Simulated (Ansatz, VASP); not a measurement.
## AlN in VASP and in Ansatz

File INCAR:

```
PREC     = Accurate       # precision mode
ENCUT    = 600            # plane-wave cutoff, eV
EDIFF    = 1E-6           # SCF threshold, eV
ISMEAR   = 0              # smearing method
SIGMA    = 0.02           # smearing width, eV
LREAL    = F              # projectors in reciprocal space
LASPH    = T              # aspherical terms in the spheres
NELM     = 120            # most SCF steps
ALGO     = Normal         # electronic algorithm
ISIF     = 2              # what is computed and relaxed
LWAVE    = F              # write WAVECAR
LCHARG   = F              # write CHGCAR
GGA      = PS             # functional
IVDW     = 12             # dispersion correction
NBANDS   = 11             # bands
GGA_COMPAT= F
```

Contents of KPOINTS:

```
regular mesh
0
Gamma
  10 10 10
```

The input POSCAR:

```
AlN
1.0
    0.0000000000      2.0477060933      2.0477060933
    2.0477060933      0.0000000000      2.0477060933
    2.0477060933      2.0477060933      0.0000000000
Al N
1 1
Direct
    0.5000000000      0.5000000000      0.5000000000
    0.0000000000      0.0000000000      0.0000000000
```

Input for Ansatz:

```yaml
crystal:
  lattice:
    - [0.0, 2.0477060933, 2.0477060933]
    - [2.0477060933, 0.0, 2.0477060933]
    - [2.0477060933, 2.0477060933, 0.0]
  atoms:
    - { symbol: Al, position: [0.5, 0.5, 0.5] }
    - { symbol: "N", position: [0.0, 0.0, 0.0] }
basis:
  ecutwfc: 420
kpoints:
  mp_grid: { grid: [10, 10, 10] }
hamiltonian:
  xc: pbesol
  dispersion: d3bj
  pseudopotentials: { kind: paw }
scf:
  occupations: { method: gaussian, width: 0.02 }
output:
  forces: true
  stress: true
  eigenvalues: true
```

Alike in both runs: task single point; functional PBEsol; dispersion D3(BJ); k mesh 10 × 10 × 10; occupations gaussian, width 0.02 eV; no spin polarisation.

```csv
,VASP,Ansatz
version,VASP 6.6.1,Ansatz 0.2.0
potentials or method,"VASP PAW PBE potentials, release 64 (Al, N), cutoff 600 eV","scalar-relativistic, plane waves, PAW"
valence electrons in the cell,8,8
```

```csv
,VASP,Ansatz,Ansatz less VASP
gap on the k mesh at the Fermi level (eV),4.19,4.20,+0.004
least direct gap on the mesh (eV),5.13,5.11,-0.019
pressure (GPa),-14.5,-14.2,+0.25
```

VASP's potentials were made for PBE, not for PBEsol.
